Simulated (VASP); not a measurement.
## Si32C33 (a cell with a defect): single point with PBEsol

System: Si32C33 (a cell with a defect).

```
Si C
1.0
     8.71371    0.00000    0.00000
     0.00000    8.71371    0.00000
     0.00000    0.00000    8.71371
Si C
32 33
Cartesian
  8.7045 0.0054 8.7130
  0.0109 0.0260 4.3410
  0.0228 4.3436 0.0366
  0.0257 4.3426 4.3371
  4.3494 0.0091 0.0034
  4.3616 8.6993 4.3668
  4.3492 4.3589 0.0041
  4.1493 4.2749 4.2132
  2.1779 2.1692 8.7134
  2.1583 2.1432 4.3405
  2.1399 6.5460 0.0392
  2.1498 6.5455 4.3425
  6.5320 2.1688 8.7122
  6.5263 2.1816 4.3648
  6.5310 6.5319 0.0091
  6.7469 6.6133 4.1875
  2.1786 0.0052 2.1728
  2.1579 0.0282 6.5428
  2.1456 4.3413 2.1329
  2.1455 4.3454 6.5507
  6.5323 0.0072 2.1684
  6.5187 8.7020 6.5237
  6.5368 4.3578 2.1636
  6.7473 4.2701 6.6630
  8.7056 2.1682 2.1713
  0.0122 2.1429 6.5416
  0.0304 6.5453 2.1320
  0.0248 6.5437 6.5465
  4.3514 2.1683 2.1724
  4.3626 2.1825 6.5235
  4.3505 6.5307 2.1609
  4.1296 6.6224 6.6934
  1.0873 1.0885 1.0877
  1.0869 1.0870 5.4479
  1.0867 5.4467 1.0867
  1.0873 5.4452 5.4448
  5.4437 1.0924 1.0883
  5.4443 1.0875 5.4444
  5.4441 5.4444 1.0870
  4.7848 5.4478 5.4822
  3.2712 3.2571 1.0845
  3.2208 3.2361 5.4503
  3.2682 7.6350 1.0911
  3.2170 7.6585 5.4462
  7.6184 3.2568 1.0898
  7.6764 3.2276 5.4404
  7.6185 7.6342 1.0844
  7.6626 7.6505 5.4495
  3.2793 1.0763 3.2702
  3.2764 1.1012 7.6212
  3.1927 5.4630 3.1904
  3.1765 5.4274 7.7084
  7.6111 1.0989 3.2677
  7.6091 1.0761 7.6198
  7.7122 5.4259 3.1802
  7.6939 5.4679 7.6970
  1.0968 3.2491 3.2522
  1.0772 3.2499 7.6363
  1.0812 7.6413 3.2548
  1.0931 7.6424 7.6355
  5.4342 3.2912 3.2790
  5.4590 3.2917 7.6092
  5.4559 7.6038 3.2701
  5.4276 7.6063 7.6194
  6.0996 5.4292 5.4065
```

* Program: VASP 6.6.1
* Task: single point
* Functional: PBEsol
* Potentials or basis: VASP PAW PBE potentials, release 64 (Si, C)
* Cutoff: 520 eV
* k mesh: 1 × 1 × 1, shifted
* Occupations: fermi-dirac, width 0.05 eV
* Spin: collinear spin

```json
{
  "Largest force": "0.072 eV/Å",
  "Net moment": "1.00 μB per cell",
  "Site moments": "Si +0.00, -0.00, +0.01, +0.02 (each value once); C -0.00, +0.01, +0.00, +0.20, +0.03, +0.14 (each value once) μB",
  "Valence electrons inside the program's atomic spheres": "Si 1.68, 1.69, 1.70, 1.67, 1.72, 1.71, 1.73 (each value once); C 2.53, 2.56, 2.58, 2.54, 2.64, 2.52, 2.51, 2.63 (each value once)"
}
```

Forces in eV/Å, atoms in the order of the input:
```
Si   0.004 -0.003  0.000
Si  -0.001 -0.001  0.008
Si   0.001 -0.011 -0.004
Si  -0.003 -0.003  0.005
Si  -0.001 -0.003 -0.003
Si  -0.006  0.000  0.001
Si   0.005 -0.002 -0.001
Si   0.003 -0.024  0.027
Si   0.001 -0.005 -0.001
Si  -0.002  0.000  0.011
Si   0.000  0.010 -0.001
Si   0.002  0.002  0.004
Si  -0.001 -0.002  0.000
Si   0.000  0.002  0.004
Si  -0.002  0.001 -0.001
Si   0.001  0.021  0.032
Si   0.000 -0.003 -0.002
Si   0.001  0.001 -0.005
Si  -0.001 -0.011  0.001
Si   0.003 -0.004 -0.005
Si   0.002  0.001 -0.002
Si   0.001 -0.005 -0.005
Si  -0.002  0.000 -0.002
Si  -0.007 -0.023 -0.020
Si  -0.001 -0.004  0.000
Si   0.002 -0.001 -0.007
Si   0.001  0.010 -0.001
Si  -0.002  0.004 -0.004
Si   0.001 -0.003  0.000
Si  -0.004  0.002 -0.006
Si  -0.001  0.001 -0.001
Si  -0.002  0.027 -0.019
C    0.001  0.002  0.003
C    0.002 -0.001  0.001
C    0.002  0.009  0.003
C    0.003  0.000  0.003
C    0.003  0.003  0.002
C    0.001  0.001  0.002
C    0.002  0.001  0.003
C   -0.071 -0.009 -0.002
C   -0.004 -0.001  0.003
C   -0.006 -0.009 -0.005
C   -0.009 -0.006  0.003
C   -0.002  0.013  0.000
C   -0.005  0.002  0.000
C    0.010 -0.007  0.000
C   -0.004 -0.004  0.006
C    0.007  0.011  0.006
C   -0.008  0.007 -0.011
C   -0.001  0.004  0.001
C    0.013  0.017  0.010
C    0.007 -0.009  0.002
C   -0.001  0.002 -0.003
C    0.000  0.002  0.004
C   -0.007 -0.012  0.006
C   -0.008  0.009 -0.009
C   -0.002  0.004 -0.004
C   -0.002 -0.003  0.003
C    0.000 -0.004 -0.011
C    0.013 -0.007 -0.002
C    0.006  0.000 -0.004
C    0.000  0.006 -0.002
C   -0.002 -0.002 -0.001
C    0.000 -0.005  0.001
C    0.070  0.011 -0.013
```

Levels at points of the mesh, in eV from the Fermi level:
Spin up:
| k point | band 126 | band 127 | band 128 | band 129 | band 130 | band 131 | band 132 | band 133 | band 134 | band 135 |
| --- | --- | --- | --- | --- | --- | --- | --- | --- | --- | --- |
| (0.25, 0.25, 0.25) | -2.02 | -2.00 | -1.69 | -1.66 | -0.18 | 0.19 | 0.52 | 0.93 | 1.03 | 1.88 |
Spin down:
```csv
k point,band 127,band 128,band 129,band 130,band 131,band 132
"(0.25, 0.25, 0.25)",-1.99,-1.68,-1.65,0.37,0.46,0.60
```

Run time: 14 min on 1 thread of Intel(R) Xeon(R) Platinum 8259CL CPU @ 2.50GHz (Skylake/Cascade Lake) (shared host), peak memory 0.96 GiB.

Caveat: the cell carries a net charge on a neutralising background, which shifts energy and pressure; the cell is charged against a uniform background, so pressure and absolute levels hang on convention; the PAW data sets were made with another functional, which shifts forces and pressure a little.
